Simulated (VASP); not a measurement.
# WSe2 in VASP: single point with PBE+D3(BJ)

Aim: the single point of WSe2 with PBE+D3(BJ).

All numbers are computed with VASP 6.6.1; they aren't measurements. Logs are shortened: lines on timing, memory, paths and dates and some standing lists are left out, and cuts for length are marked.

## (1) The cell of the first run

The cell holds a slab with vacuum, 6 atoms: a = 3.285 Å, b = 3.285 Å, c = 24.239 Å, α = 90.00°, β = 90.00°, γ = 120.00°.

## (2) Single point, PBE+D3(BJ)

File INCAR:

```
SYSTEM = WSe2
PREC = Accurate
ENCUT = 520
EDIFF = 1E-7
ISMEAR = 0
SIGMA = 0.05
LREAL = .FALSE.
LASPH = .TRUE.
NELM = 80
ALGO = Normal
ISIF = 2
LWAVE = .FALSE.
LCHARG = .FALSE.
LDIPOL = .TRUE.
IDIPOL = 3
DIPOL = 0.5 0.5 0.389
GGA = PE
IVDW = 12
NBANDS = 35
```

File KPOINTS:

```
Automatic mesh
0
G
  9 9 1
  0 0 0
```

File POSCAR:

```
WSe2
1.0
    3.2854926884      0.0000000000      0.0000000000
   -1.6427463442      2.8453201321      0.0000000000
    0.0000000000      0.0000000000     24.2386466672
Se W
4 2
Direct
    0.3333333333      0.6666666667      0.1856539295
    0.3333333333      0.6666666667      0.3246601777
    0.3333333333      0.6666666667      0.4529676712
    0.3333333333      0.6666666667      0.5919739193
    0.6666666667      0.3333333333      0.2551570536
    0.6666666667      0.3333333333      0.5224707953
```

Potentials or basis: VASP PAW PBE potentials, release 64 (Se, W_sv).

On the command line:

```
> cat potpaw_PBE.64/Se/POTCAR potpaw_PBE.64/W_sv/POTCAR > POTCAR
> mpirun -np 1 vasp_std > vasp.out
```

OUTCAR:

```text
SYSTEM = WSe2
   PREC = Accurate
   ENCUT = 520
   EDIFF = 1E-7
   ISMEAR = 0
   LREAL = .FALSE.
   LASPH = .TRUE.
   NELM = 80
   ISIF = 2
   GGA = PE
   IVDW = 12
 IVDW          = 12

 ion  position               nearest neighbor table
   1  0.333  0.667  0.186-   5 2.54   5 2.54   5 2.54
   2  0.333  0.667  0.325-   5 2.54   5 2.54   5 2.54
   3  0.333  0.667  0.453-   6 2.54   6 2.54   6 2.54
   4  0.333  0.667  0.592-   6 2.54   6 2.54   6 2.54
   5  0.667  0.333  0.255-   2 2.54   1 2.54   2 2.54   1 2.54   2 2.54   1 2.54
   6  0.667  0.333  0.522-   4 2.54   4 2.54   4 2.54   3 2.54   3 2.54   3 2.54

  LATTYP: Found a hexagonal cell.
 ALAT       =     3.2854926884
 C/A-ratio  =     7.3774769771

  Lattice vectors:

 A1 = (   3.2854926884,   0.0000000000,   0.0000000000)
 A2 = (  -1.6427463442,   2.8453201321,   0.0000000000)
 A3 = (   0.0000000000,   0.0000000000,  24.2386466672)

Analysis of symmetry for initial positions (statically):
=====================================================================
 Subroutine PRICEL returns:
 Original cell was already a primitive cell.

 Routine SETGRP: Setting up the symmetry group for a
 hexagonal supercell.

 Subroutine GETGRP returns: Found 12 space group operations
 (whereof  6 operations were pure point group operations)
 out of a pool of 24 trial point group operations.

The static configuration has the point symmetry C_3v.
 The point group associated with its full space group is D_3h.

Analysis of symmetry for dynamics (positions and initial velocities):
=====================================================================
 Subroutine PRICEL returns:
 Original cell was already a primitive cell.

 Routine SETGRP: Setting up the symmetry group for a
 hexagonal supercell.

 Subroutine GETGRP returns: Found 12 space group operations
 (whereof  6 operations were pure point group operations)
 out of a pool of 24 trial point group operations.

The dynamic configuration has the point symmetry C_3v.
 The point group associated with its full space group is D_3h.

 Subroutine INISYM returns: Found 12 space group operations
 (whereof  6 operations are pure point group operations),
 and found     1 'primitive' translations

----------------------------------------------------------------------------------------

                                     Primitive cell

  volume of cell :     226.5896

  direct lattice vectors                    reciprocal lattice vectors
     3.285492688  0.000000000  0.000000000     0.304368353  0.175727151  0.000000000
    -1.642746344  2.845320132  0.000000000     0.000000000  0.351454302  0.000000000
     0.000000000  0.000000000 24.238646667     0.000000000  0.000000000  0.041256429

  length of vectors
     3.285492688  3.285492688 24.238646667     0.351454302  0.351454302  0.041256429

  position of ions in fractional coordinates (direct lattice)
     0.333333333  0.666666667  0.185653929
     0.333333333  0.666666667  0.324660178
     0.333333333  0.666666667  0.452967671
     0.333333333  0.666666667  0.591973919
     0.666666667  0.333333333  0.255157054
     0.666666667  0.333333333  0.522470795

  ion indices of the primitive-cell ions
   primitive index   ion index
                 1           1
                 2           2
                 3           3
                 4           4
                 5           5
                 6           6

----------------------------------------------------------------------------------------

 KPOINTS: Automatic mesh

Automatic generation of k-mesh.
 Grid dimensions read from file:
 generate k-points for:    9    9    1

 Generating k-lattice:

  Cartesian coordinates                     Fractional coordinates (reciprocal lattice)
     0.033818706  0.019525239  0.000000000     0.111111111  0.000000000  0.000000000
     0.000000000  0.039050478  0.000000000     0.000000000  0.111111111  0.000000000
     0.000000000  0.000000000  0.041256429     0.000000000  0.000000000  1.000000000

  Length of vectors
     0.039050478  0.039050478  0.041256429

  Shift w.r.t. Gamma in fractional coordinates (k-lattice)
     0.000000000  0.000000000  0.000000000

 Subroutine IBZKPT returns following result:
 ===========================================

 Found     12 irreducible k-points:

 Following reciprocal coordinates:
            Coordinates               Weight
  0.000000  0.000000  0.000000      1.000000
  0.111111 -0.000000  0.000000      6.000000
  0.222222 -0.000000  0.000000      6.000000
  0.333333 -0.000000  0.000000      6.000000
  0.444444 -0.000000  0.000000      6.000000
  0.111111  0.111111  0.000000      6.000000
  0.222222  0.111111  0.000000     12.000000
  0.333333  0.111111  0.000000     12.000000
  0.444444  0.111111  0.000000      6.000000
  0.222222  0.222222  0.000000      6.000000
  0.333333  0.222222  0.000000     12.000000
  0.333333  0.333333  0.000000      2.000000
   k-points           NKPTS =     12   k-points in BZ     NKDIM =     12   number of bands    NBANDS=     35
   number of dos      NEDOS =    301   number of ions     NIONS =      6
   total plane-waves  NPLWV = 103680
   dimension x,y,z NGX =    24 NGY =   24 NGZ =  180
   dimension x,y,z NGXF=    48 NGYF=   48 NGZF=  360
   ions per type =               4   2
   NGX,Y,Z   is equivalent  to a cutoff of  12.14, 12.14, 12.35 a.u.
   NGXF,Y,Z  is equivalent  to a cutoff of  24.29, 24.29, 24.69 a.u.
 SYSTEM =  WSe2
   PREC   = accura    normal or accurate (medium, high low for compatibility)
   ISTART =      0    job   : 0-new  1-cont  2-samecut
   ICHARG =      2    charge: 1-file 2-atom 10-const
   ISPIN  =      1    spin polarized calculation?
   LNONCOLLINEAR =      F non collinear calculations
   LSORBIT =      F    spin-orbit coupling
   LASPH  =      T    aspherical Exc in radial PAW
   ENCUT  =  520.0 eV  38.22 Ry    6.18 a.u.   6.11  6.11 45.07*2*pi/ulx,y,z
   NELM   =     80;   NELMIN=  2; NELMDL= -5     # of ELM steps
   EDIFF  = 0.1E-06   stopping-criterion for ELM
   LREAL  =      F    real-space projection
   EDIFFG = 0.1E-05   stopping-criterion for IOM
   NSW    =      0    number of steps for IOM
   IBRION =     -1    ionic relax: 0-MD 1-quasi-New 2-CG
   NFREE  =      0    steps in history (QN), initial steepest desc. (CG)
   ISIF   =      2    stress and relaxation
   ISYM   =      2    0-nonsym 1-usesym 2-fastsym
   POTIM  = 0.5000    time-step for ionic-motion
   TEBEG  =    0.0;   TEEND  =   0.0 temperature during run
   PSTRESS=    0.0 pullay stress
   NELECT =      52.0000    total number of electrons
   NUPDOWN=      -1.0000    fix difference up-down
   EMIN   =  10.00;   EMAX   =-10.00  energy-range for DOS
   EFERMI =   0.00;   METHOD = LEGACY
   ISMEAR =     0;   SIGMA  =   0.05  broadening in eV -4-tet -1-fermi 0-gaus
   EFERMI_NEDOS =   21; number of points for ismear=-14 and -15
   IALGO  =     38    algorithm
   IMIX   =      4    mixing-type and parameters
     AMIX     =   0.40;   BMIX     =  1.00
     AMIX_MAG =   1.60;   BMIX_MAG =  1.00
  volume/ion in A,a.u.               =      37.76       254.85
  Fermi-wavevector in a.u.,A,eV,Ry     =   1.002296  1.894065 13.668372  1.004597
  Thomas-Fermi vector in A             =   2.134774
   LORBIT       =      0    0 simple, 1 ext, 2 COOP (PROOUT), +10 PAW based schemes
   GGA     = PE    functional components
   LHFCALC =     F    Hartree Fock is set to
   AEXX    =    0.0000 exact exchange contribution
   IVDW    =    12    specifies the selected vdW correction
   LEPSILON=     F    determine dielectric tensor
   LRPA    =     F    only Hartree local field effects (RPA)
 non-spin polarized calculation
 Gauss-broadening in eV      SIGMA  =   0.05
  energy-cutoff  :      520.00
  volume of cell :      226.59
 maximum number of plane-waves:      6144
   NGX = 13   NGY = 13   NGZ = 91

 dipolmoment           0.000000      0.000000      0.000000 electrons x Angstroem

 number of electron      51.9999987 magnetization

 dipolmoment           0.000000      0.000000     -0.000000 electrons x Angstroem

 Free energy of the ion-electron system (eV)
  ---------------------------------------------------
  ext. energy  EPLUGINS =         0.00000000
  ---------------------------------------------------
  free energy    TOTEN  =       -42.94067985 eV

  energy without entropy =      -42.94067985  energy(sigma->0) =      -42.94067985

 E-fermi :   1.3264     XC(G=0):  -6.1927

 val. band max:        1.1116832987   @ k =   0.0000   0.0000   0.0000
 cond. band min:       2.3284962997   @ k =   0.2222   0.1111   0.0000
 fundamental gap:      1.2168130010
 Fermi energy:         1.3264215334

 k-point     1 :       0.0000    0.0000    0.0000
  band No.  band energies     occupation
      1     -73.1665      2.00000
      2     -73.1665      2.00000
      3     -37.4186      2.00000
      4     -37.4186      2.00000
      5     -37.2760      2.00000
      6     -37.2760      2.00000
[... 27 lines left out ...]
     34       4.1031      0.00000
     35       5.2249      0.00000

 k-point     2 :       0.1111   -0.0000    0.0000
  band No.  band energies     occupation
      1     -73.1653      2.00000
      2     -73.1653      2.00000
      3     -37.4133      2.00000
      4     -37.4133      2.00000
      5     -37.3038      2.00000
      6     -37.3038      2.00000
[... 27 lines left out ...]
     34       4.2287      0.00000
     35       5.6323      0.00000
[... 340 lines left out ...]
     34       5.8503      0.00000
     35       5.9177      0.00000

 k-point    12 :       0.3333    0.3333    0.0000
  band No.  band energies     occupation
      1     -73.1548      2.00000
      2     -73.1548      2.00000
      3     -37.4505      2.00000
      4     -37.4505      2.00000
      5     -37.4271      2.00000
      6     -37.4271      2.00000
[... 27 lines left out ...]
     34       5.9453      0.00000
     35       6.2409      0.00000

------------------------ aborting loop because EDIFF is reached ----------------------------------------

 vacuum level on the upper side and lower side of the slab       (xc-potential included)        -0.086        -0.086

 Edisp (eV)   -2.40169

 E8    (eV) :    -1.1039

  FORCE on cell =-STRESS in cart. coord.  units (eV):
  Direction    XX          YY          ZZ          XY          YZ          ZX
  --------------------------------------------------------------------------------------
  -------------------------------------------------------------------------------------
  Total       0.05987     0.05987     2.49757     0.00000     0.00000     0.00000
  in kB       0.42333     0.42333    17.65991     0.00000     0.00000     0.00000
  external pressure =        6.17 kB  Pullay stress =        0.00 kB

 VOLUME and BASIS-vectors are now :
 -----------------------------------------------------------------------------
  energy-cutoff  :      520.00
  volume of cell :      226.59
      direct lattice vectors                 reciprocal lattice vectors
     3.285492688  0.000000000  0.000000000     0.304368353  0.175727151  0.000000000
    -1.642746344  2.845320132  0.000000000     0.000000000  0.351454302  0.000000000
     0.000000000  0.000000000 24.238646667     0.000000000  0.000000000  0.041256429

 POSITION                                       TOTAL-FORCE (eV/Angst)
 -----------------------------------------------------------------------------------
     -0.00000      1.89688      4.50000        -0.000000     -0.000000     -0.048427
     -0.00000      1.89688      7.86932        -0.000000     -0.000000     -0.513350
     -0.00000      1.89688     10.97932        -0.000000     -0.000000      0.513350
     -0.00000      1.89688     14.34865        -0.000000     -0.000000      0.048427
      1.64275      0.94844      6.18466         0.000000      0.000000     -0.072840
      1.64275      0.94844     12.66399         0.000000      0.000000      0.072840
 -----------------------------------------------------------------------------------
    total drift:                               -0.000000      0.000000      0.000012

  FREE ENERGIE OF THE ION-ELECTRON SYSTEM (eV)
  ---------------------------------------------------
  free  energy   TOTEN  =       -45.3423725649 eV

  energy  without entropy=      -45.3423725649  energy(sigma->0) =      -45.34237256

 vacuum level on the upper side and lower side of the slab         5.879         5.879
```

It took 2 min on 1 thread of Intel Xeon Platinum 8488C (Sapphire Rapids), shared host; peak memory 0.36 GiB.

What came out:

```yaml
Free_energy: -45.3424 eV
Largest_force: 0.513 eV/Å
Band_gap_on_the_k_mesh: 1.22 eV (least direct gap 1.61 eV)
Dispersion_energy_per_atom: -0.400 eV
```

Forces in eV/Å, atoms in the order of the input:
```
Se   0.000  0.000 -0.048
Se   0.000  0.000 -0.513
Se   0.000  0.000  0.513
Se   0.000  0.000  0.048
W    0.000  0.000 -0.073
W    0.000  0.000  0.073
```

Levels at points of the mesh, in eV from the valence-band top:
| k point | band 22 | band 23 | band 24 | band 25 | band 26 | band 27 | band 28 | band 29 | band 30 | band 31 |
| --- | --- | --- | --- | --- | --- | --- | --- | --- | --- | --- |
| (0.00, 0.00, 0.00) | -1.44 | -1.40 | -1.40 | -0.88 | 0.00 | 2.60 | 2.60 | 2.78 | 2.78 | 2.84 |

Caveat: spin-orbit coupling is left out, which moves the levels of the heavy elements.
